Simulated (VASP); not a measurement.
# K2H (Fd-3m) in VASP: single point with PBE

Aim: the single point of K2H with PBE.

Everything below comes from runs of VASP 6.6.1. Logs are shortened: lines on timing, memory, paths and dates and some standing lists are left out, and cuts for length are marked.

## Step 1: The cell of the first run

The structure is cubic, space group Fd-3m (No. 227). Conventional cell: a = 10.678 Å, b = 10.678 Å, c = 10.678 Å, α = 90.00°, β = 90.00°, γ = 90.00°. Within 5.0 Å of K (site symmetry -3m) lie 6 K at 3.78 Å and 6 H at 4.43 Å. Within 5.8 Å of H (site symmetry -43m) lie 12 K at 4.43 Å and 4 H at 4.62 Å.

## Step 2: Single point, PBE

POSCAR

```
K2H
1.0
    0.0000000000      5.3391787766      5.3391787766
    5.3391787766      0.0000000000      5.3391787766
    5.3391787766      5.3391787766      0.0000000000
K H
4 2
Direct
    0.1250000000      0.1250000000      0.1250000000
    0.6250000000      0.1250000000      0.1250000000
    0.1250000000      0.1250000000      0.6250000000
    0.1250000000      0.6250000000      0.1250000000
    0.5000000000      0.5000000000      0.5000000000
    0.7500000000      0.7500000000      0.7500000000
```

INCAR.step1

```
SYSTEM = K2H
  PREC = Accurate
  ENCUT = 520
  EDIFF = 1E-6
  ISMEAR = 0
  SIGMA = 0.1
  LREAL = .FALSE.
  LASPH = .TRUE.
  NELM = 100
  ALGO = Normal
  ISIF = 2
  LWAVE = .FALSE.
  LCHARG = .TRUE.
  GGA = PE
  NBANDS = 28
```

KPOINTS.step1

```
regular mesh
0
G
  6 6 6
  0 0 0
```

INCAR.step2

```
SYSTEM = K2H
  PREC = Accurate
  ENCUT = 520
  EDIFF = 1E-6
  ISMEAR = -5
  SIGMA = 0.1
  LREAL = .FALSE.
  LASPH = .TRUE.
  NELM = 100
  ALGO = Normal
  ISIF = 2
  LWAVE = .FALSE.
  LCHARG = .FALSE.
  GGA = PE
  LORBIT = 11
  NBANDS = 28
  NEDOS = 2001
  ICHARG = 11
```

KPOINTS.step2

```
regular mesh
0
G
  9 9 9
  0 0 0
```

Potentials or basis: VASP PAW PBE potentials, release 64 (K_sv, H).

On the command line:

```console
cat potpaw_PBE.64/K_sv/POTCAR potpaw_PBE.64/H/POTCAR > POTCAR
cp INCAR.step1 INCAR
cp KPOINTS.step1 KPOINTS
mpirun -np 1 vasp_std > vasp.out
cp INCAR.step2 INCAR
cp KPOINTS.step2 KPOINTS
mpirun -np 1 vasp_std > vasp.out
```

OUTCAR:

```text
SYSTEM = K2H
   PREC = Accurate
   ENCUT = 520
   EDIFF = 1E-6
   ISMEAR = -5
   LREAL = .FALSE.
   LASPH = .TRUE.
   NELM = 100
   ISIF = 2
   GGA = PE
   LORBIT = 11
   ICHARG = 11

 ion  position               nearest neighbor table
   1  0.125  0.125  0.125-   2 3.78   3 3.78   4 3.78   3 3.78   4 3.78   2 3.78
   2  0.625  0.125  0.125-   1 3.78   3 3.78   4 3.78   1 3.78   3 3.78   4 3.78
   3  0.125  0.125  0.625-   1 3.78   1 3.78   2 3.78   4 3.78   4 3.78   2 3.78
   4  0.125  0.625  0.125-   1 3.78   3 3.78   1 3.78   2 3.78   3 3.78   2 3.78
   5  0.500  0.500  0.500-
   6  0.750  0.750  0.750-

  LATTYP: Found a face centered cubic cell.
 ALAT       =    10.6783575532

  Lattice vectors:

 A1 = (   0.0000000000,   5.3391787766,   5.3391787766)
 A2 = (   5.3391787766,   0.0000000000,   5.3391787766)
 A3 = (   5.3391787766,   5.3391787766,   0.0000000000)

Analysis of symmetry for initial positions (statically):
=====================================================================
 Subroutine PRICEL returns:
 Original cell was already a primitive cell.

 Routine SETGRP: Setting up the symmetry group for a
 face centered cubic supercell.

 Subroutine GETGRP returns: Found 48 space group operations
 (whereof 24 operations were pure point group operations)
 out of a pool of 48 trial point group operations.

The static configuration has the point symmetry T_d .
 The point group associated with its full space group is O_h .

Analysis of symmetry for dynamics (positions and initial velocities):
=====================================================================
 Subroutine PRICEL returns:
 Original cell was already a primitive cell.

 Routine SETGRP: Setting up the symmetry group for a
 face centered cubic supercell.

 Subroutine GETGRP returns: Found 48 space group operations
 (whereof 24 operations were pure point group operations)
 out of a pool of 48 trial point group operations.

The dynamic configuration has the point symmetry T_d .
 The point group associated with its full space group is O_h .

 Subroutine INISYM returns: Found 48 space group operations
 (whereof 24 operations are pure point group operations),
 and found     1 'primitive' translations

----------------------------------------------------------------------------------------

                                     Primitive cell

  volume of cell :     304.4061

  direct lattice vectors                    reciprocal lattice vectors
[... 104 lines left out ...]
   ISYM   =      2    0-nonsym 1-usesym 2-fastsym
   POTIM  = 0.5000    time-step for ionic-motion
   TEBEG  =    0.0;   TEEND  =   0.0 temperature during run
   PSTRESS=    0.0 pullay stress
   NELECT =      38.0000    total number of electrons
   NUPDOWN=      -1.0000    fix difference up-down
   EMIN   =  10.00;   EMAX   =-10.00  energy-range for DOS
   EFERMI =   0.00;   METHOD = LEGACY
   ISMEAR =    -5;   SIGMA  =   0.10  broadening in eV -4-tet -1-fermi 0-gaus
   EFERMI_NEDOS =   21; number of points for ismear=-14 and -15
   IALGO  =     38    algorithm
   IMIX   =      4    mixing-type and parameters
     AMIX     =   0.40;   BMIX     =  1.00
     AMIX_MAG =   1.60;   BMIX_MAG =  1.00
  volume/ion in A,a.u.               =      50.73       342.37
  Fermi-wavevector in a.u.,A,eV,Ry     =   0.818185  1.546146  9.108105  0.669427
  Thomas-Fermi vector in A             =   1.928767
   LORBIT       =     11    0 simple, 1 ext, 2 COOP (PROOUT), +10 PAW based schemes
   GGA     = PE    functional components
   LHFCALC =     F    Hartree Fock is set to
   AEXX    =    0.0000 exact exchange contribution
   IVDW    =     0    specifies the selected vdW correction
   LEPSILON=     F    determine dielectric tensor
   LRPA    =     F    only Hartree local field effects (RPA)
 non-spin polarized calculation
 Fermi weights with tetrahedron method with Bloechl corrections
  energy-cutoff  :      520.00
  volume of cell :      304.41
 maximum number of plane-waves:      8217

 number of electron      38.0000004 magnetization

 Free energy of the ion-electron system (eV)
  ---------------------------------------------------
  ext. energy  EPLUGINS =         0.00000000
  ---------------------------------------------------
  free energy    TOTEN  =        -7.21652425 eV

  energy without entropy =       -7.21652425  energy(sigma->0) =       -7.21652425

 E-fermi :  -0.9016     XC(G=0):  -5.5602

 val. band max:       -0.9018001885   @ k =   0.4444   0.4444   0.0000
 cond. band min:      -0.7751006587   @ k =  -0.3333   0.4444   0.2222
 fundamental gap:      0.1266995297
 Fermi energy:        -0.9015781017

 k-point     1 :       0.0000    0.0000    0.0000
  band No.  band energies     occupation
      1     -33.2154      2.00000
      2     -33.1725      2.00000
      3     -33.1725      2.00000
      4     -33.1725      2.00000
      5     -17.0062      2.00000
      6     -16.7790      2.00000
[... 733 lines left out ...]
     27       2.6413      0.00000
     28       2.6995      0.00000

 [... further k-points ...]
[... 5 lines left out ...]
  --------------------------------------------------------------------------------------
  -------------------------------------------------------------------------------------
  Total        0.0059887      0.0059887      0.0059887      0.0000000      0.0000000     -0.0000000
  in kB        0.0315204      0.0315204      0.0315204      0.0000000      0.0000000     -0.0000000
  external PRESSURE =       0.0315204 kB  Pullay stress =       0.0000000 kB

 VOLUME and BASIS-vectors are now :
 -----------------------------------------------------------------------------
  energy-cutoff  :      520.00
  volume of cell :      304.41
      direct lattice vectors                 reciprocal lattice vectors
     0.000000000  5.339178777  5.339178777    -0.093647361  0.093647361  0.093647361
     5.339178777  0.000000000  5.339178777     0.093647361 -0.093647361  0.093647361
     5.339178777  5.339178777  0.000000000     0.093647361  0.093647361 -0.093647361

 POSITION                                       TOTAL-FORCE (eV/Angst)
 -----------------------------------------------------------------------------------
      1.33479      1.33479      1.33479        -0.000000      0.000000     -0.000000
      1.33479      4.00438      4.00438        -0.000000      0.000000     -0.000000
      4.00438      4.00438      1.33479        -0.000000      0.000000     -0.000000
      4.00438      1.33479      4.00438        -0.000000      0.000000     -0.000000
      5.33918      5.33918      5.33918        -0.000000     -0.000000      0.000000
      8.00877      8.00877      8.00877         0.000000     -0.000000      0.000000
 -----------------------------------------------------------------------------------
    total drift:                                0.000000      0.000000      0.000000

  FREE ENERGIE OF THE ION-ELECTRON SYSTEM (eV)
  ---------------------------------------------------
  free  energy   TOTEN  =        -7.2165242489 eV

  energy  without entropy=       -7.2165242489  energy(sigma->0) =       -7.21652425

 total charge

# of ion       s       p       d       tot
------------------------------------------
    1        1.986   5.546   0.018   7.549
    2        1.986   5.546   0.018   7.549
    3        1.986   5.546   0.018   7.549
    4        1.986   5.546   0.018   7.549
    5        0.427   0.000   0.000   0.427
    6        0.427   0.000   0.000   0.427
--------------------------------------------------
tot          8.798  22.183   0.070  31.051
```

OSZICAR.step1:

```text
N       E                     dE             d eps       ncg     rms          rms(c)
DAV:   1     0.265455457661E+03    0.26546E+03   -0.15874E+04   904   0.108E+03
DAV:   2     0.150867351284E+02   -0.25037E+03   -0.24668E+03   976   0.312E+02
DAV:   3    -0.810188452947E+01   -0.23189E+02   -0.23079E+02  1436   0.709E+01
DAV:   4    -0.925063414619E+01   -0.11487E+01   -0.11455E+01  1252   0.150E+01
DAV:   5    -0.932117019022E+01   -0.70536E-01   -0.70518E-01  1324   0.259E+00    0.584E+00
DAV:   6    -0.742832853810E+01    0.18928E+01   -0.34814E+00  1028   0.273E+00    0.271E+00
DAV:   7    -0.718476869336E+01    0.24356E+00   -0.17747E+00  1324   0.202E+00    0.230E+00
DAV:   8    -0.731654508720E+01   -0.13178E+00   -0.67131E-01  1044   0.134E+00    0.141E+00
DAV:   9    -0.722393859246E+01    0.92606E-01   -0.19170E-01  1156   0.688E-01    0.670E-01
DAV:  10    -0.721509201344E+01    0.88466E-02   -0.85726E-02  1176   0.390E-01    0.152E-01
DAV:  11    -0.721650811296E+01   -0.14161E-02   -0.12213E-02  1052   0.202E-01    0.841E-02
DAV:  12    -0.721643896791E+01    0.69145E-04   -0.22441E-03  1224   0.748E-02    0.474E-02
DAV:  13    -0.721643841959E+01    0.54831E-06   -0.22956E-04  1004   0.276E-02    0.321E-02
DAV:  14    -0.721641769168E+01    0.20728E-04   -0.12571E-04   848   0.175E-02    0.158E-03
DAV:  15    -0.721642009777E+01   -0.24061E-05   -0.13724E-05   768   0.859E-03    0.774E-03
DAV:  16    -0.721641875426E+01    0.13435E-05   -0.53658E-06   788   0.430E-03    0.166E-03
DAV:  17    -0.721641863925E+01    0.11501E-06   -0.31699E-07   592   0.188E-03
   1 F= -.72164186E+01 E0= -.72118245E+01  d E =-.918837E-02
```

It took 3.7 min on 1 thread of AMD EPYC 9R45 (Zen 5), shared host; peak memory 0.49 GiB.

Results:

| Item | Value |
| --- | --- |
| Valence electrons inside the program's atomic spheres | K 7.55; H 0.43 |
